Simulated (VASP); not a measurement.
# Se: single point with PBE

Se:

```
Se
1.0
     2.81413    0.00000    0.00000
     0.00000    2.81413    0.00000
     0.00000    0.00000    2.81413
Se
1
Direct
  0.00000 0.00000 0.00000
```

This cell differs from its parent crystal: strained.

| Quantity | Value |
| --- | --- |
| Program | VASP 6.6.1 |
| Task | single point |
| Functional | PBE |
| Potentials or basis | VASP PAW PBE potentials, release 64 (Se) |
| Cutoff | 520 eV |
| k mesh | 14 × 14 × 14 |
| Occupations | gaussian, width 0.1 eV |
| Spin | no spin polarisation |
| Dipole correction | no |
| Further INCAR settings | ALGO = Normal; EDIFF = 1e-06; NBANDS = 9 |

The pressure is 1.2 GPa and the band gap on the k mesh is zero (band 3 reaches 7.72 eV, above the bottom of band 4 at 1.49 eV).

Levels at points of the mesh, in eV from the Fermi level:
```csv
k point,band 1,band 2,band 3,band 4,band 5,band 6,band 7
"(0.00, 0.00, 0.00)",-16.15,1.42,1.42,1.42,7.75,7.75,7.95
"(0.50, 0.00, 0.00)",-14.04,-7.05,2.87,2.87,9.94,11.67,12.60
"(0.50, 0.50, 0.00)",-11.94,-5.09,-5.09,2.89,4.19,13.48,15.80
"(0.50, 0.50, 0.50)",-9.78,-3.36,-3.36,-3.36,5.82,5.82,5.82
```

Wall time 10 s on 1 thread of AMD EPYC 9R45 96-Core Processor (Zen 5), with other jobs on the host, peak memory 0.12 GiB.

Caveat: the cell differs from its parent crystal (strained).
